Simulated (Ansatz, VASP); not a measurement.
## Two plane-wave programs on Rh

```
Rh
1.0
     0.00000    1.90299    1.90299
     1.90299    0.00000    1.90299
     1.90299    1.90299    0.00000
Rh
1
Direct
  0.00000 0.00000 0.00000
```

Alike in both runs: task relaxation of cell and atoms; functional PBEsol; k mesh 8 × 8 × 8; occupations gaussian, width 0.1 eV; no spin polarisation.

|  | VASP | Ansatz |
| --- | --- | --- |
| version | VASP 6.6.1 | Ansatz 0.2.0 |
| potentials or method | VASP PAW PBE potentials, release 64 (Rh_pv), cutoff 600 eV | scalar-relativistic, plane waves, PAW |
| valence electrons in the cell | 15 | 17 |

```tsv
	VASP	Ansatz	Ansatz less VASP
gap on the k mesh at the Fermi level, each at its own relaxed structure (eV)	none	none	-
relaxed volume (Å³/atom)	13.54	13.55	+0.012
relaxed cell length with the largest relative difference (Å)	2.675	2.676	+0.0008
```

VASP's potentials were made for PBE, not for PBEsol. A gap of «none» marks a metal or a gap that the smearing closes. VASP's potentials hold 15 valence electrons a cell and Ansatz's 17, so a difference there can come from the potentials and not from the codes.
